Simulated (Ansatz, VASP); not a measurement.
GaSb3 in VASP and in Ansatz

The input INCAR:

```
SYSTEM = GaSb3
PREC = Accurate
ENCUT = 520
EDIFF = 1E-6
ISMEAR = 0
SIGMA = 0.15
LREAL = .False.
LASPH = .True.
NELM = 80
ALGO = Normal
ISIF = 2
LWAVE = .False.
LCHARG = .False.
GGA = PS
NBANDS = 22
```

The input KPOINTS:

```
Automatic mesh
0
Gamma
  10 10 10
  0 0 0
```

Contents of POSCAR:

```
GaSb3
1.0
   -0.0971837661      3.6466703981      3.6466703981
    3.5494866320      0.0000000000      3.5494866320
    3.6466703981      3.6466703981     -0.0971837661
Ga Sb
1 3
Direct
    0.0000000000      0.0000000000      0.0000000000
    0.2500000000      0.2500000000      0.2500000000
    0.7500000000      0.7500000000      0.7500000000
    0.5000000000      0.5000000000      0.5000000000
```

Input for Ansatz:

```yaml
crystal:
  lattice:
    - [-0.0971837661, 3.6466703981, 3.6466703981]
    - [3.549486632, 0.0, 3.549486632]
    - [3.6466703981, 3.6466703981, -0.0971837661]
  atoms:
    - { symbol: Ga, position: [0.0, 0.0, 0.0] }
    - { symbol: Sb, position: [0.25, 0.25, 0.25] }
    - { symbol: Sb, position: [0.75, 0.75, 0.75] }
    - { symbol: Sb, position: [0.5, 0.5, 0.5] }
basis:
  ecutwfc: 420
kpoints:
  mp_grid: { grid: [10, 10, 10] }
hamiltonian:
  xc: pbesol
  pseudopotentials: { kind: paw, azcp: { folder: soft_1 } }
scf:
  occupations: { method: gaussian, width: 0.15 }
output:
  forces: true
  stress: true
  eigenvalues: true
```

Change from the starting cell: engineering shear strain xz -0.0533, normal strain along z +0.0000.

Alike in both runs: task single point; functional PBEsol; k mesh 10 × 10 × 10; occupations gaussian, width 0.15 eV; no spin polarisation.

|  | VASP | Ansatz |
| --- | --- | --- |
| version | VASP 6.6.1 | Ansatz 0.2.0 |
| potentials or method | VASP PAW PBE potentials, release 64 (Ga_d, Sb), cutoff 520 eV | scalar-relativistic, plane waves, PAW |
| valence electrons in the cell | 28 | 58 |

|  | VASP | Ansatz | Ansatz less VASP |
| --- | --- | --- | --- |
| gap on the k mesh at the Fermi level (eV) | none | none | - |
| pressure (GPa) | 0.4 | 0.4 | -0.01 |
| traceless stress, the component that is largest in VASP (GPa) | 1.96 | 1.92 | -0.035 |
| rms of the force components (eV/Å) | 0.048 | 0.048 | -0.0007 |

VASP's potentials were made for PBE, not for PBEsol, and Ansatz warns of the same on its side. Atom by atom the forces differ by 0.001 eV/Å (rms over components). A gap of «none» marks a metal or a gap that the smearing closes. The functional is the same, so the differences come from potentials, cutoffs and numerics. VASP's potentials hold 28 valence electrons a cell and Ansatz's 58, so a difference there can come from the potentials and not from the codes.

Neither program's run includes spin-orbit coupling.
